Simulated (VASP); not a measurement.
Ni:

```
Ni
1.0
     2.44802    0.00000    0.00000
    -1.22401    2.12005    0.00000
     0.00000    0.00000    4.07281
Ni
2
Cartesian
  1.2240 0.7067 3.0546
  0.0000 1.4134 1.0182
```

This isn't the form of Ni at room conditions, which is fcc.

| Property | Result |
| --- | --- |
| Program | VASP 6.6.1 |
| Task | relaxation of cell and atoms |
| Functional | RPBE |
| Potentials or basis | VASP PAW PBE potentials, release 64 (Ni) |
| Cutoff | 600 eV |
| k mesh | 12 × 12 × 7 |
| Occupations | fermi-dirac, width 0.05 eV |
| Spin | collinear spin, ferromagnetic start |
| Starting moments | [1.0, 1.0] μB |

At the start: pressure 13.0 GPa; volume 10.57 Å³/atom.

**Question.** How do energy, volume and symmetry change on relaxing?

**Answer.** Over 13 steps the energy falls by 27.8 meV/atom and the volume is 11.26 Å³/atom (+6.5 %); space group P6_3/mmc (No. 194, to 0.1 Å) before and after; moment 1.33 μB per cell.

Step by step:
| step | energy change (eV) | largest force (eV/Å) | pressure (GPa) | volume (Å³) |
| --- | --- | --- | --- | --- |
| 1 | 0.0000 | 0.0000 | 13.04 | 21.14 |
| 2 | -0.0164 | 0.0000 | -8.56 | 23.88 |
| 3 | -0.0548 | 0.0000 | 0.17 | 22.55 |
| 4 | -0.0547 | 0.0000 | -0.58 | 22.59 |
| 5 | -0.0554 | 0.0000 | 0.33 | 22.47 |
| 6 | -0.0554 | 0.0000 | 0.65 | 22.44 |
| 7 | -0.0554 | 0.0000 | 0.54 | 22.46 |
| 8 | -0.0556 | 0.0000 | 0.01 | 22.53 |
| 9 | -0.0556 | 0.0000 | 0.12 | 22.52 |
| 10 | -0.0556 | 0.0000 | 0.04 | 22.51 |
| 11 | -0.0555 | 0.0000 | 0.36 | 22.49 |
| 12 | -0.0556 | 0.0000 | 0.14 | 22.51 |
| 13 | -0.0556 | 0.0000 | 0.09 | 22.51 |

Final structure:
```
Ni
1.0
     2.51357    0.00000    0.00000
    -1.25679    2.17682    0.00000
     0.00000    0.00000    4.11458
Ni
2
Direct
  0.66667 0.33333 0.75000
  0.33333 0.66667 0.25000
```

Caveat: the PAW data sets were made with another functional, which shifts forces and pressure a little.
